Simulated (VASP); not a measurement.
# Ge (P-3m1) in VASP: further runs, part 2 of 2

VASP 6.6.1. Earlier steps stand in the parts before.

### 4 Single point, PBE+D3(BJ)

This run uses another cell than the first one, of 24.10 Å³/atom.

INCAR reads:

```
PREC     = Accurate       # precision mode
ENCUT    = 520            # plane-wave cutoff, eV
EDIFF    = 1E-6           # SCF threshold, eV
ISMEAR   = 0              # smearing method
SIGMA    = 0.1            # smearing width, eV
LREAL    = False          # projectors in reciprocal space
LASPH    = True           # aspherical terms in the spheres
NELM     = 100            # most SCF steps
ALGO     = Normal         # electronic algorithm
ISIF     = 2              # what is computed and relaxed
LWAVE    = False          # write WAVECAR
LCHARG   = False          # write CHGCAR
GGA      = PE             # functional
IVDW     = 12             # dispersion correction
NBANDS   = 21             # bands
```

KPOINTS reads:

```
Automatic mesh
0
Gamma
  15 15 16
```

POSCAR reads:

```
Ge
1.0
    4.0904075602      0.0000000000      0.0000000000
   -2.0452037801      3.5423968590      0.0000000000
    0.0000000000      0.0000000000      3.3265803534
Ge
2
Direct
    0.6666666667      0.3333333333      0.1408613929
    0.3333333333      0.6666666667      0.8591386071
```

Potentials or basis: VASP PAW PBE potentials, release 64 (Ge_d).

On the command line:

```sh
cat potpaw_PBE.64/Ge_d/POTCAR > POTCAR
mpirun -np 1 vasp_std > vasp.out
```

OUTCAR:

```text
PREC = Accurate
   ENCUT = 520
   EDIFF = 1E-6
   ISMEAR = 0
   LREAL = False
   LASPH = True
   NELM = 100
   ISIF = 2
   GGA = PE
   IVDW = 12
 IVDW          = 12

 ion  position               nearest neighbor table
   1  0.667  0.333  0.141-   2 2.54   2 2.54   2 2.54
   2  0.333  0.667  0.859-   1 2.54   1 2.54   1 2.54

  LATTYP: Found a hexagonal cell.
 ALAT       =     4.0904075602
 C/A-ratio  =     0.8132637896

  Lattice vectors:

 A1 = (   4.0904075602,   0.0000000000,   0.0000000000)
 A2 = (  -2.0452037801,   3.5423968590,   0.0000000000)
 A3 = (   0.0000000000,   0.0000000000,   3.3265803534)

Analysis of symmetry for initial positions (statically):
=====================================================================
 Subroutine PRICEL returns:
 Original cell was already a primitive cell.

 Routine SETGRP: Setting up the symmetry group for a
 hexagonal supercell.

 Subroutine GETGRP returns: Found 12 space group operations
 (whereof 12 operations were pure point group operations)
 out of a pool of 24 trial point group operations.

The static configuration has the point symmetry D_3d.

Analysis of symmetry for dynamics (positions and initial velocities):
=====================================================================
 Subroutine PRICEL returns:
 Original cell was already a primitive cell.

 Routine SETGRP: Setting up the symmetry group for a
 hexagonal supercell.

 Subroutine GETGRP returns: Found 12 space group operations
 (whereof 12 operations were pure point group operations)
 out of a pool of 24 trial point group operations.

The dynamic configuration has the point symmetry D_3d.

 Subroutine INISYM returns: Found 12 space group operations
 (whereof 12 operations are pure point group operations),
 and found     1 'primitive' translations

----------------------------------------------------------------------------------------

                                     Primitive cell

  volume of cell :      48.2016

  direct lattice vectors                    reciprocal lattice vectors
     4.090407560  0.000000000  0.000000000     0.244474416  0.141147370  0.000000000
    -2.045203780  3.542396859  0.000000000     0.000000000  0.282294740  0.000000000
     0.000000000  0.000000000  3.326580353     0.000000000  0.000000000  0.300609002

  length of vectors
     4.090407560  4.090407560  3.326580353     0.282294740  0.282294740  0.300609002

  position of ions in fractional coordinates (direct lattice)
     0.666666667  0.333333333  0.140861393
     0.333333333  0.666666667  0.859138607

  ion indices of the primitive-cell ions
   primitive index   ion index
                 1           1
                 2           2

----------------------------------------------------------------------------------------

 KPOINTS: Automatic mesh

Automatic generation of k-mesh.
 Grid dimensions read from file:
 generate k-points for:   15   15   16

 Generating k-lattice:

  Cartesian coordinates                     Fractional coordinates (reciprocal lattice)
     0.016298294  0.009409825  0.000000000     0.066666667 -0.000000000  0.000000000
     0.000000000  0.018819649  0.000000000     0.000000000  0.066666667  0.000000000
     0.000000000  0.000000000  0.018788063     0.000000000  0.000000000  0.062500000

  Length of vectors
     0.018819649  0.018819649  0.018788063

  Shift w.r.t. Gamma in fractional coordinates (k-lattice)
     0.000000000  0.000000000  0.000000000

 Subroutine IBZKPT returns following result:
 ===========================================

 Found    376 irreducible k-points:

 Following reciprocal coordinates:
            Coordinates               Weight
  0.000000  0.000000  0.000000      1.000000
  0.066667  0.000000  0.000000      6.000000
  0.133333  0.000000  0.000000      6.000000
  0.200000  0.000000  0.000000      6.000000
  0.266667  0.000000  0.000000      6.000000
  0.333333  0.000000  0.000000      6.000000
[... 16 lines left out ...]
  0.333333  0.200000  0.000000     12.000000
  0.400000  0.200000  0.000000      6.000000
 [... further k-points ...]
   k-points           NKPTS =    376   k-points in BZ     NKDIM =    376   number of bands    NBANDS=     21
   number of dos      NEDOS =    301   number of ions     NIONS =      2
   total plane-waves  NPLWV =  25200
   dimension x,y,z NGX =    30 NGY =   30 NGZ =   28
   dimension x,y,z NGXF=    60 NGYF=   60 NGZF=   56
   ions per type =               2
   NGX,Y,Z   is equivalent  to a cutoff of  12.19, 12.19, 13.99 a.u.
   NGXF,Y,Z  is equivalent  to a cutoff of  24.39, 24.39, 27.99 a.u.
 SYSTEM =  unknown system
   PREC   = accura    normal or accurate (medium, high low for compatibility)
   ISTART =      0    job   : 0-new  1-cont  2-samecut
   ICHARG =      2    charge: 1-file 2-atom 10-const
   ISPIN  =      1    spin polarized calculation?
   LNONCOLLINEAR =      F non collinear calculations
   LSORBIT =      F    spin-orbit coupling
   LASPH  =      T    aspherical Exc in radial PAW
   ENCUT  =  520.0 eV  38.22 Ry    6.18 a.u.   7.61  7.61  6.19*2*pi/ulx,y,z
   NELM   =    100;   NELMIN=  2; NELMDL= -5     # of ELM steps
   EDIFF  = 0.1E-05   stopping-criterion for ELM
   LREAL  =      F    real-space projection
[... 7 lines left out ...]
   TEBEG  =    0.0;   TEEND  =   0.0 temperature during run
   PSTRESS=    0.0 pullay stress
   NELECT =      28.0000    total number of electrons
   NUPDOWN=      -1.0000    fix difference up-down
   EMIN   =  10.00;   EMAX   =-10.00  energy-range for DOS
   EFERMI =   0.00;   METHOD = LEGACY
   ISMEAR =     0;   SIGMA  =   0.10  broadening in eV -4-tet -1-fermi 0-gaus
   EFERMI_NEDOS =   21; number of points for ismear=-14 and -15
   IALGO  =     38    algorithm
   IMIX   =      4    mixing-type and parameters
     AMIX     =   0.40;   BMIX     =  1.00
     AMIX_MAG =   1.60;   BMIX_MAG =  1.00
  volume/ion in A,a.u.               =      24.10       162.64
  Fermi-wavevector in a.u.,A,eV,Ry     =   1.365967  2.581304 25.386649  1.865866
  Thomas-Fermi vector in A             =   2.492149
   LORBIT       =      0    0 simple, 1 ext, 2 COOP (PROOUT), +10 PAW based schemes
   GGA     = PE    functional components
   LHFCALC =     F    Hartree Fock is set to
   AEXX    =    0.0000 exact exchange contribution
   IVDW    =    12    specifies the selected vdW correction
   LEPSILON=     F    determine dielectric tensor
   LRPA    =     F    only Hartree local field effects (RPA)
 non-spin polarized calculation
 Gauss-broadening in eV      SIGMA  =   0.10
  energy-cutoff  :      520.00
  volume of cell :       48.20
 maximum number of plane-waves:      1320
   NGX = 15   NGY = 15   NGZ = 13

 number of electron      27.9999958 magnetization

 Free energy of the ion-electron system (eV)
  ---------------------------------------------------
  ext. energy  EPLUGINS =         0.00000000
  ---------------------------------------------------
  free energy    TOTEN  =        -8.41987857 eV

  energy without entropy =       -8.41528247  energy(sigma->0) =       -8.41758052

 E-fermi :   4.1454     XC(G=0):  -9.8101

 val. band max:        4.1450926764   @ k =  -0.1333   0.3333   0.1250
 cond. band min:       4.1472392187   @ k =  -0.2000  -0.4667   0.1875
 fundamental gap:      0.0021465423
 Fermi energy:         4.1453565001

 k-point     1 :       0.0000    0.0000    0.0000
  band No.  band energies     occupation
      1     -20.3781      2.00000
      2     -20.3781      2.00000
      3     -20.3273      2.00000
      4     -20.3106      2.00000
      5     -20.3106      2.00000
      6     -20.3077      2.00000
[... 13 lines left out ...]
     20      16.4511      0.00000
     21      17.7166      0.00000

 k-point     2 :       0.0667    0.0000    0.0000
  band No.  band energies     occupation
      1     -20.3792      2.00000
      2     -20.3784      2.00000
      3     -20.3247      2.00000
      4     -20.3172      2.00000
      5     -20.3093      2.00000
      6     -20.3009      2.00000
[... 13 lines left out ...]
     20      16.1458      0.00000
     21      16.8792      0.00000
[... 487 lines left out ...]
      5     -20.2705      2.00000
      6     -20.2513      2.00000
[... 13 lines left out ...]
     20      12.9891      0.00000
     21      13.8899      0.00000

 k-point    24 :       0.4000    0.2000    0.0000
  band No.  band energies     occupation
      1     -20.3878      2.00000
      2     -20.3737      2.00000
      3     -20.3629      2.00000
      4     -20.2829      2.00000
      5     -20.2648      2.00000
      6     -20.2532      2.00000
[... 13 lines left out ...]
     20      12.6121      0.00000
     21      13.6881      0.00000

 [... further k-points ...]

------------------------ aborting loop because EDIFF is reached ----------------------------------------

 Edisp (eV)   -0.63343

 E8    (eV) :    -0.2811

  FORCE on cell =-STRESS in cart. coord.  units (eV):
  Direction    XX          YY          ZZ          XY          YZ          ZX
  --------------------------------------------------------------------------------------
  -------------------------------------------------------------------------------------
  Total      -0.00134    -0.00134    -0.00415     0.00000     0.00000     0.00000
  in kB      -0.04468    -0.04468    -0.13811     0.00000     0.00000     0.00000
  external pressure =       -0.08 kB  Pullay stress =        0.00 kB

 VOLUME and BASIS-vectors are now :
 -----------------------------------------------------------------------------
  energy-cutoff  :      520.00
  volume of cell :       48.20
      direct lattice vectors                 reciprocal lattice vectors
     4.090407560  0.000000000  0.000000000     0.244474416  0.141147370  0.000000000
    -2.045203780  3.542396859  0.000000000     0.000000000  0.282294740  0.000000000
     0.000000000  0.000000000  3.326580353     0.000000000  0.000000000  0.300609002

 POSITION                                       TOTAL-FORCE (eV/Angst)
 -----------------------------------------------------------------------------------
      2.04520      1.18080      0.46859         0.000000     -0.000000     -0.001644
     -0.00000      2.36160      2.85799        -0.000000      0.000000      0.001644
 -----------------------------------------------------------------------------------
    total drift:                               -0.000000      0.000000      0.000000

  FREE ENERGIE OF THE ION-ELECTRON SYSTEM (eV)
  ---------------------------------------------------
  free  energy   TOTEN  =        -9.0533056345 eV

  energy  without entropy=       -9.0487095338  energy(sigma->0) =       -9.05100758
```

It took 4 min on 1 thread of Intel Xeon Platinum 8488C (Sapphire Rapids), shared host; peak memory 0.4 GiB.

What came out:

```
Free energy                : -9.0533 eV
Pressure                   : 0.0 GPa
Band gap on the k mesh     : zero (bands 14 and 15 overlap by 5.69 eV)
Dispersion energy per atom : -0.317 eV
```

### 5 Overview

```tsv
task	cell	k mesh	cutoff (eV)	gap on the mesh (eV)	pressure (GPa)	relaxed volume (Å³/atom)	largest force (eV/Å)
relaxation of cell and atoms	relaxed from a = 3.871, b = 3.871, c = 4.512 Å, angles 90.0, 90.0, 120.0°, 2 atoms, atomic positions A	6 × 6 × 4	600	none	0.0	21.47	0.01
relaxation of cell and atoms	relaxed from a = 4.082, b = 4.082, c = 3.303 Å, angles 90.0, 90.0, 120.0°, 2 atoms, atomic positions B	6 × 6 × 6	600	none	0.1	24.09	0.01
single point	a = 4.090, b = 4.090, c = 3.327 Å, angles 90.0, 90.0, 120.0°, 2 atoms, atomic positions A	15 × 15 × 16	520	none	0.0	-	-
```

Alike in all rows: level PBE+D3(BJ); potentials or basis VASP PAW PBE potentials, release 64 (Ge_d); no spin polarisation; smearing gaussian 0.1 eV.

Caveats: the volume moved by over 15 % at a fixed basis, so the end points are rough (at least some runs).

Total energies depend on the potentials used, so only differences within one code and one set of settings carry meaning.
